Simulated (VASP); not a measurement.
# CuO in VASP: single point with PBE+U

Aim: the single point of CuO with PBE+U.

Everything below comes from runs of VASP 6.6.1. Logs are shortened: lines on timing, memory, paths and dates and some standing lists are left out, and cuts for length are marked.

**1. The cell of the first run**

The typed cell holds 4 atoms: a = 2.964 Å, b = 2.964 Å, c = 5.173 Å, α = 90.00°, β = 90.00°, γ = 89.79°.

**2. Single point, PBE+U**

File INCAR:

```
SYSTEM = CuO
PREC = Accurate ; ENCUT = 520
EDIFF = 1E-6 ; ISMEAR = 0
SIGMA = 0.15 ; LREAL = .FALSE.
LASPH = .TRUE. ; NELM = 150
ALGO = Fast ; ISIF = 2
LWAVE = .FALSE. ; LCHARG = .TRUE.
LMAXMIX = 4 ; LDAU = .TRUE.
LDAUTYPE = 2 ; LDAUL = 2 -1
LDAUU = 4 0 ; LDAUJ = 0 0
LDAUPRINT = 1 ; GGA = PE
LVHAR = .TRUE. ; NBANDS = 25
KPAR = 4
```

File KPOINTS:

```
Automatic mesh
0
G
  16 16 10
  0 0 0
```

File POSCAR:

```
CuO
1.0
    2.0928844456     -2.0916658655      0.1658163443
    2.0928844456      2.0916658655      0.1658163443
   -0.4083057371      0.0000000000      5.1572712741
Cu O
2 2
Direct
    0.0000000000      0.5000000000      0.0000000000
    0.5000000000      0.0000000000      0.5000000000
    0.4999943876      0.5000056124      0.2500000000
    0.5000056124      0.4999943876      0.7500000000
```

Potentials or basis: VASP PAW PBE potentials, release 64 (Cu, O).

The run is started by

```console
cat potpaw_PBE.64/Cu/POTCAR potpaw_PBE.64/O/POTCAR > POTCAR
mpirun -np 4 vasp_std > vasp.out
```

OUTCAR:

```text
SYSTEM = CuO
   PREC = Accurate
   ENCUT = 520
   EDIFF = 1E-6
   ISMEAR = 0
   LREAL = .FALSE.
   LASPH = .TRUE.
   NELM = 150
   ISIF = 2
   GGA = PE

 ion  position               nearest neighbor table
   1  0.000  0.500  0.000-   4 1.97   3 1.97   4 1.97   3 1.97
   2  0.500  0.000  0.500-   3 1.97   4 1.97   4 1.97   3 1.97
   3  0.500  0.500  0.250-   1 1.97   2 1.97   2 1.97   1 1.97
   4  0.500  0.500  0.750-   2 1.97   1 1.97   2 1.97   1 1.97

  LATTYP: Found a base centered monoclinic cell.
 ALAT       =     4.1988857392
 B/A-ratio  =     0.9962956820
 C/A-ratio  =     1.2320909190
 COS(beta)  =    -0.0000573729

  Lattice vectors:

 A1 = (  -2.0928844456,   2.0916658655,  -0.1658163443)
 A2 = (  -2.0928844456,  -2.0916658655,  -0.1658163443)
 A3 = (  -0.4083057371,   0.0000000000,   5.1572712741)

Analysis of symmetry for initial positions (statically):
=====================================================================
 Subroutine PRICEL returns:
 Original cell was already a primitive cell.

 Routine SETGRP: Setting up the symmetry group for a
 base centered monoclinic supercell.

 Subroutine GETGRP returns: Found  4 space group operations
 (whereof  2 operations were pure point group operations)
 out of a pool of  4 trial point group operations.

The static configuration has the point symmetry S_2 .
 The point group associated with its full space group is C_2h.

Analysis of symmetry for dynamics (positions and initial velocities):
=====================================================================
 Subroutine PRICEL returns:
 Original cell was already a primitive cell.

 Routine SETGRP: Setting up the symmetry group for a
 base centered monoclinic supercell.

 Subroutine GETGRP returns: Found  4 space group operations
 (whereof  2 operations were pure point group operations)
 out of a pool of  4 trial point group operations.

The dynamic configuration has the point symmetry S_2 .
 The point group associated with its full space group is C_2h.

 Subroutine INISYM returns: Found  4 space group operations
 (whereof  2 operations are pure point group operations),
 and found     1 'primitive' translations

----------------------------------------------------------------------------------------

                                     Primitive cell

  volume of cell :      45.4363

  direct lattice vectors                    reciprocal lattice vectors
     2.092884446 -2.091665865  0.165816344     0.237415521 -0.239043916  0.018796397
     2.092884446  2.091665865  0.165816344     0.237415521  0.239043916  0.018796397
    -0.408305737  0.000000000  5.157271274    -0.015266745  0.000000000  0.192692307

  length of vectors
     2.963566509  2.963566509  5.173408989     0.337433590  0.337433590  0.193296143

  position of ions in fractional coordinates (direct lattice)
     1.000000000  0.500000000  0.000000000
     0.500000000  1.000000000  0.500000000
     0.499994388  0.500005612  0.250000000
     0.500005612  0.499994388  0.750000000

  ion indices of the primitive-cell ions
   primitive index   ion index
                 1           1
                 2           2
                 3           3
                 4           4

----------------------------------------------------------------------------------------

 KPOINTS: Automatic mesh

Automatic generation of k-mesh.
 Grid dimensions read from file:
 generate k-points for:   16   16   10

 Generating k-lattice:
[... 91 lines left out ...]
   GGA     = PE    functional components
   LHFCALC =     F    Hartree Fock is set to
   AEXX    =    0.0000 exact exchange contribution
   IVDW    =     0    specifies the selected vdW correction
   LEPSILON=     F    determine dielectric tensor
   LRPA    =     F    only Hartree local field effects (RPA)
 non-spin polarized calculation
 RMM-DIIS sequential band-by-band and
 Gauss-broadening in eV      SIGMA  =   0.15
  energy-cutoff  :      520.00
  volume of cell :       45.44
 maximum number of plane-waves:      1243
 NGX is ok and might be reduce to    24
   NGX = 11   NGY = 11   NGZ = 19

atom =   1  type =  1  l = 2

 onsite density matrix

spin component  1

  0.9435  0.0053  0.0133 -0.0086  0.0006
  0.0053  0.8773  0.0128  0.0844 -0.0067
  0.0133  0.0128  0.9657 -0.0123  0.0009
 -0.0086  0.0844 -0.0123  0.8786  0.0067
  0.0006 -0.0067  0.0009  0.0067  0.9621

spin component  2

  0.9435  0.0053  0.0133 -0.0086  0.0006
  0.0053  0.8773  0.0128  0.0844 -0.0067
  0.0133  0.0128  0.9657 -0.0123  0.0009
 -0.0086  0.0844 -0.0123  0.8786  0.0067
  0.0006 -0.0067  0.0009  0.0067  0.9621

 occupancies and eigenvectors

  o =  0.7908  v = -0.0558  0.7037 -0.0966 -0.6995  0.0557  0.0000  0.0000  0.0000  0.0000  0.0000      0.0000  0.0000  0.0000  0.0000  0.0000  0.0000  0.0000  0.0000  0.0000  0.0000
  o =  0.7908  v =  0.0000  0.0000  0.0000  0.0000  0.0000 -0.0558  0.7037 -0.0966 -0.6995  0.0557      0.0000  0.0000  0.0000  0.0000  0.0000  0.0000  0.0000  0.0000  0.0000  0.0000
  o =  0.9371  v = -0.9006 -0.0713  0.4247 -0.0583  0.0032  0.0000  0.0000  0.0000  0.0000  0.0000      0.0000  0.0000  0.0000  0.0000  0.0000  0.0000  0.0000  0.0000  0.0000  0.0000
  o =  0.9371  v =  0.0000  0.0000  0.0000  0.0000  0.0000 -0.9006 -0.0713  0.4247 -0.0583  0.0032      0.0000  0.0000  0.0000  0.0000  0.0000  0.0000  0.0000  0.0000  0.0000  0.0000
  o =  0.9625  v = -0.0559  0.7061  0.0962  0.6972 -0.0540  0.0000  0.0000  0.0000  0.0000  0.0000      0.0000  0.0000  0.0000  0.0000  0.0000  0.0000  0.0000  0.0000  0.0000  0.0000
  o =  0.9625  v =  0.0000  0.0000  0.0000  0.0000  0.0000 -0.0559  0.7061  0.0962  0.6972 -0.0540      0.0000  0.0000  0.0000  0.0000  0.0000  0.0000  0.0000  0.0000  0.0000  0.0000
  o =  0.9626  v = -0.0012  0.0010 -0.0055 -0.0775 -0.9970  0.0000  0.0000  0.0000  0.0000  0.0000      0.0000  0.0000  0.0000  0.0000  0.0000  0.0000  0.0000  0.0000  0.0000  0.0000
  o =  0.9626  v =  0.0000  0.0000  0.0000  0.0000  0.0000 -0.0012  0.0010 -0.0055 -0.0775 -0.9970      0.0000  0.0000  0.0000  0.0000  0.0000  0.0000  0.0000  0.0000  0.0000  0.0000
  o =  0.9742  v =  0.0000  0.0000  0.0000  0.0000  0.0000  0.4274  0.0339  0.8950 -0.1232  0.0042      0.0000  0.0000  0.0000  0.0000  0.0000  0.0000  0.0000  0.0000  0.0000  0.0000
  o =  0.9742  v =  0.4274  0.0339  0.8950 -0.1232  0.0042  0.0000  0.0000  0.0000  0.0000  0.0000      0.0000  0.0000  0.0000  0.0000  0.0000  0.0000  0.0000  0.0000  0.0000  0.0000

atom =   2  type =  1  l = 2

 onsite density matrix

spin component  1

  0.9435  0.0053 -0.0133  0.0086 -0.0006
  0.0053  0.8773 -0.0128 -0.0844  0.0067
 -0.0133 -0.0128  0.9657 -0.0123  0.0009
  0.0086 -0.0844 -0.0123  0.8786  0.0067
 -0.0006  0.0067  0.0009  0.0067  0.9621

spin component  2

  0.9435  0.0053 -0.0133  0.0086 -0.0006
  0.0053  0.8773 -0.0128 -0.0844  0.0067
 -0.0133 -0.0128  0.9657 -0.0123  0.0009
  0.0086 -0.0844 -0.0123  0.8786  0.0067
 -0.0006  0.0067  0.0009  0.0067  0.9621

 occupancies and eigenvectors

  o =  0.7908  v =  0.0558 -0.7037 -0.0966 -0.6995  0.0557  0.0000  0.0000  0.0000  0.0000  0.0000      0.0000  0.0000  0.0000  0.0000  0.0000  0.0000  0.0000  0.0000  0.0000  0.0000
  o =  0.7908  v =  0.0000  0.0000  0.0000  0.0000  0.0000  0.0558 -0.7037 -0.0966 -0.6995  0.0557      0.0000  0.0000  0.0000  0.0000  0.0000  0.0000  0.0000  0.0000  0.0000  0.0000
  o =  0.9371  v =  0.9006  0.0713  0.4247 -0.0583  0.0032  0.0000  0.0000  0.0000  0.0000  0.0000      0.0000  0.0000  0.0000  0.0000  0.0000  0.0000  0.0000  0.0000  0.0000  0.0000
  o =  0.9371  v =  0.0000  0.0000  0.0000  0.0000  0.0000  0.9006  0.0713  0.4247 -0.0583  0.0032      0.0000  0.0000  0.0000  0.0000  0.0000  0.0000  0.0000  0.0000  0.0000  0.0000
  o =  0.9625  v =  0.0559 -0.7061  0.0962  0.6972 -0.0540  0.0000  0.0000  0.0000  0.0000  0.0000      0.0000  0.0000  0.0000  0.0000  0.0000  0.0000  0.0000  0.0000  0.0000  0.0000
  o =  0.9625  v =  0.0000  0.0000  0.0000  0.0000  0.0000  0.0559 -0.7061  0.0962  0.6972 -0.0540      0.0000  0.0000  0.0000  0.0000  0.0000  0.0000  0.0000  0.0000  0.0000  0.0000
  o =  0.9626  v =  0.0012 -0.0010 -0.0055 -0.0775 -0.9970  0.0000  0.0000  0.0000  0.0000  0.0000      0.0000  0.0000  0.0000  0.0000  0.0000  0.0000  0.0000  0.0000  0.0000  0.0000
  o =  0.9626  v =  0.0000  0.0000  0.0000  0.0000  0.0000  0.0012 -0.0010 -0.0055 -0.0775 -0.9970      0.0000  0.0000  0.0000  0.0000  0.0000  0.0000  0.0000  0.0000  0.0000  0.0000
  o =  0.9742  v =  0.0000  0.0000  0.0000  0.0000  0.0000 -0.4274 -0.0339  0.8950 -0.1232  0.0042      0.0000  0.0000  0.0000  0.0000  0.0000  0.0000  0.0000  0.0000  0.0000  0.0000
  o =  0.9742  v = -0.4274 -0.0339  0.8950 -0.1232  0.0042  0.0000  0.0000  0.0000  0.0000  0.0000      0.0000  0.0000  0.0000  0.0000  0.0000  0.0000  0.0000  0.0000  0.0000  0.0000

 number of electron      34.0000026 magnetization

 Free energy of the ion-electron system (eV)
  ---------------------------------------------------
  ext. energy  EPLUGINS =         0.00000000
  ---------------------------------------------------
  free energy    TOTEN  =       -16.97888906 eV

  energy without entropy =      -16.95589124  energy(sigma->0) =      -16.96739015

 E-fermi :   4.2444     XC(G=0): -11.1127

 val. band max:        4.2428694534   @ k =   0.3750   0.1875   0.4000
 cond. band min:       4.2448780375   @ k =  -0.1875   0.1250   0.1000
 fundamental gap:      0.0020085841
 Fermi energy:         4.2443697905

 k-point     1 :       0.0000    0.0000    0.0000
  band No.  band energies     occupation
      1     -15.1103      2.00000
      2     -13.8426      2.00000
      3      -3.5636      2.00000
      4      -1.1163      2.00000
      5      -1.1090      2.00000
      6       0.0658      2.00000
[... 661 lines left out ...]
     24      18.9967      0.00000
     25      19.3332      0.00000

 [... further k-points ...]
[... 5 lines left out ...]
  --------------------------------------------------------------------------------------
  -------------------------------------------------------------------------------------
  Total       -0.6818876     -0.6674007     -0.8494949      0.0000000      0.0000000      0.0128091
  in kB      -24.0447463    -23.5339092    -29.9549216      0.0000000      0.0000000      0.4516758
  external PRESSURE =     -25.8445257 kB  Pullay stress =       0.0000000 kB

 VOLUME and BASIS-vectors are now :
 -----------------------------------------------------------------------------
  energy-cutoff  :      520.00
  volume of cell :       45.44
      direct lattice vectors                 reciprocal lattice vectors
     2.092884446 -2.091665865  0.165816344     0.237415521 -0.239043916  0.018796397
     2.092884446  2.091665865  0.165816344     0.237415521  0.239043916  0.018796397
    -0.408305737  0.000000000  5.157271274    -0.015266745  0.000000000  0.192692307

 POSITION                                       TOTAL-FORCE (eV/Angst)
 -----------------------------------------------------------------------------------
      1.04644      1.04583      0.08291         0.000000      0.000000      0.000000
      0.84229     -1.04583      2.66154         0.000000      0.000000      0.000000
      1.99081      0.00002      1.45513        -0.000000      0.000161     -0.000000
      1.78666     -0.00002      4.03377         0.000000     -0.000161     -0.000000
 -----------------------------------------------------------------------------------
    total drift:                                0.000000     -0.000000     -0.000000

  FREE ENERGIE OF THE ION-ELECTRON SYSTEM (eV)
  ---------------------------------------------------
  free  energy   TOTEN  =       -16.9788890623 eV

  energy  without entropy=      -16.9558912423  energy(sigma->0) =      -16.96739015
```

Run time: 6.9 min. Hardware: 4 MPI ranks of Oxide Virtual Turin-like, shared host; peak memory 0.65 GiB.

Results:

```yaml
Free_energy: -16.9789 eV
Pressure: -2.6 GPa
Band_gap_on_the_k_mesh: zero (bands 17 and 18 overlap by 1.19 eV)
```

Levels at points of the mesh, in eV from the Fermi level:
```csv
k point,band 13,band 14,band 15,band 16,band 17,band 18,band 19,band 20,band 21,band 22
"(0.00, 0.00, 0.00)",-3.09,-3.08,-2.47,-2.10,0.65,0.66,1.49,6.45,7.40,13.24
"(0.50, 0.00, 0.00)",-3.07,-2.39,-2.13,-1.75,0.26,0.51,4.21,6.01,6.73,11.10
"(0.50, 0.50, 0.00)",-3.14,-3.14,-1.76,-1.70,-1.69,1.15,2.65,7.67,10.00,10.06
"(0.00, 0.00, 0.50)",-2.75,-2.75,-1.85,-1.85,0.15,0.15,3.59,3.59,11.91,11.91
"(0.50, 0.00, 0.50)",-3.14,-2.58,-2.54,-2.39,-0.28,0.64,4.73,6.03,8.56,8.88
"(0.50, 0.50, 0.50)",-2.33,-2.33,-1.94,-1.94,-0.53,-0.53,4.42,4.42,10.67,10.67
```

Eigenvalues of the final occupation matrices:
```
    site  spin  trace               eigenvalues
site 1 d     1   4.63  0.79 0.94 0.96 0.96 0.97
site 1 d     2   4.63  0.79 0.94 0.96 0.96 0.97
site 2 d     1   4.63  0.79 0.94 0.96 0.96 0.97
site 2 d     2   4.63  0.79 0.94 0.96 0.96 0.97
```

Caveat: U without spin polarisation on a metal has little footing.
